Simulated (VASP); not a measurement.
Here is a VASP 6.6.1 calculation.

The input INCAR:

```
PREC     = Accurate       # precision mode
ENCUT    = 520            # plane-wave cutoff, eV
EDIFF    = 1E-6           # SCF threshold, eV
ISMEAR   = -1             # smearing method
SIGMA    = 0.02           # smearing width, eV
LREAL    = F              # projectors in reciprocal space
LASPH    = T              # aspherical terms in the spheres
NELM     = 100            # most SCF steps
ALGO     = Normal         # electronic algorithm
ISIF     = 2              # what is computed and relaxed
LWAVE    = F              # write WAVECAR
LCHARG   = F              # write CHGCAR
GGA      = PE             # functional
NBANDS   = 11             # bands
```

File KPOINTS:

```
Automatic mesh
0
Gamma
  10 10 10
```

Contents of POSCAR:

```
AlN
1.0
    0.0000000000      2.1848764128      2.2176495589
    2.1848764128      0.0000000000      2.2176495589
    2.1848764128      2.1848764128      0.0000000000
Al N
1 1
Direct
    0.0000000000      0.0000000000      0.0000000000
    0.2500000000      0.2500000000      0.2500000000
```

Potentials or basis: VASP PAW PBE potentials, release 64 (Al, N).

Launch:

```bash
$ cat potpaw_PBE.64/Al/POTCAR potpaw_PBE.64/N/POTCAR > POTCAR
$ mpirun -np 1 vasp_std > vasp.out
```

**Question.** What does it give for the pressure?

**Answer.** 1.3 GPa.

**Question.** Estimate the band gap on the k mesh.

**Answer.** 3.27 eV, indirect (least direct gap 4.03 eV).

Stress tensor (GPa, compression positive):
```
 1.95  0.00  0.00
 0.00  1.95  0.00
 0.00  0.00 -0.12
```

Caveat: the cell differs from its parent crystal (uniaxial z strain +1.5%). A k mesh can miss the band edges.
